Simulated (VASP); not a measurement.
Write the native input for VASP 6.6.1 that does the following.

| Quantity | Value |
| --- | --- |
| Task | single point |
| Functional | LDA |
| Potentials or basis | VASP PAW LDA potentials, release 64 (Al, Pt) |
| Cutoff | 520 eV |
| k mesh | 7 × 7 × 7 |
| Occupations | methfessel-paxton, width 0.2 eV |
| Spin | no spin polarisation |
| Dipole correction | no |
| Further INCAR settings | ALGO = Normal; EDIFF = 1e-06; NBANDS = 14 |

The structure of AlPt lies in POSCAR:

```
AlPt
1.0
    3.0375877311      0.0000000000      0.0000000000
    0.0000000000      3.0375877311      0.0000000000
    0.0000000000      0.0000000000      3.0375877311
Al Pt
1 1
Direct
    0.0000000000      0.0000000000      0.0000000000
    0.5000000000      0.5000000000      0.5000000000
```

One way to write it, as run:

INCAR

```
SYSTEM = AlPt
PREC     = Accurate       ! precision mode
ENCUT    = 520            ! plane-wave cutoff, eV
EDIFF    = 1E-6           ! SCF threshold, eV
ISMEAR   = 1              ! smearing method
SIGMA    = 0.2            ! smearing width, eV
LREAL    = .False.        ! projectors in reciprocal space
LASPH    = .True.         ! aspherical terms in the spheres
NELM     = 80             ! most SCF steps
ALGO     = Normal         ! electronic algorithm
ISIF     = 2              ! what is computed and relaxed
LWAVE    = .False.        ! write WAVECAR
LCHARG   = .False.        ! write CHGCAR
GGA      = CA             ! functional
NBANDS   = 14             ! bands
```

KPOINTS

```
Automatic mesh
0
Gamma
  7 7 7
  0 0 0
```

Potentials or basis: VASP PAW LDA potentials, release 64 (Al, Pt).

Command:

```sh
$ cat potpaw_LDA.64/Al/POTCAR potpaw_LDA.64/Pt/POTCAR > POTCAR
$ mpirun -np 1 vasp_std > vasp.out
```

Results of the run:

| Item | Value |
| --- | --- |
| Pressure | 0.6 GPa |

It took 2.2 s on 1 thread of Intel Xeon 6975P-C, on a shared host, peak memory 0.13 GiB.
